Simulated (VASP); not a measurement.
A run of VASP 6.6.1:

Contents of INCAR:

```
PREC     = Accurate       # precision mode
ENCUT    = 520            # plane-wave cutoff, eV
EDIFF    = 1E-7           # SCF threshold, eV
ISMEAR   = -1             # smearing method
SIGMA    = 0.1            # smearing width, eV
LREAL    = False          # projectors in reciprocal space
LASPH    = True           # aspherical terms in the spheres
NELM     = 60             # most SCF steps
ALGO     = Normal         # electronic algorithm
ISIF     = 2              # what is computed and relaxed
LWAVE    = False          # write WAVECAR
LCHARG   = True           # write CHGCAR
GGA      = CA             # functional
LELF     = True           # ELF
LVHAR    = True         
NBANDS   = 32             # bands
```

File KPOINTS:

```
regular mesh
0
Gamma
  9 9 3
```

POSCAR

```
Zn3Ag
1.0
    2.7888914474      0.0000000000      0.0000000000
   -1.3944408258      2.4152479179      0.0000000000
    0.0000000000      0.0000000000      8.3836995487
Zn Ag
3 1
Direct
    0.6666666667      0.3333333333      0.5000000000
    0.3333333333      0.6666666667      0.2568000000
    0.3333333333      0.6666666667      0.7432000000
    0.6666666667      0.3333333333      0.0000000000
```

Potentials or basis: VASP PAW LDA potentials, release 64 (Zn, Ag).

Command:

```console
$ cat potpaw_LDA.64/Zn/POTCAR potpaw_LDA.64/Ag/POTCAR > POTCAR
$ mpirun -np 1 vasp_std > vasp.out
```

Hardware: 1 thread of Intel(R) Xeon(R) Platinum 8259CL CPU @ 2.50GHz (Skylake/Cascade Lake), with other jobs on the host.

How long does it take, and how much memory?

Wall time 36 s on 1 thread of Intel(R) Xeon(R) Platinum 8259CL CPU @ 2.50GHz (Skylake/Cascade Lake), on a shared host, peak memory 0.17 GiB. Counts: scf iterations 14, k points 24.
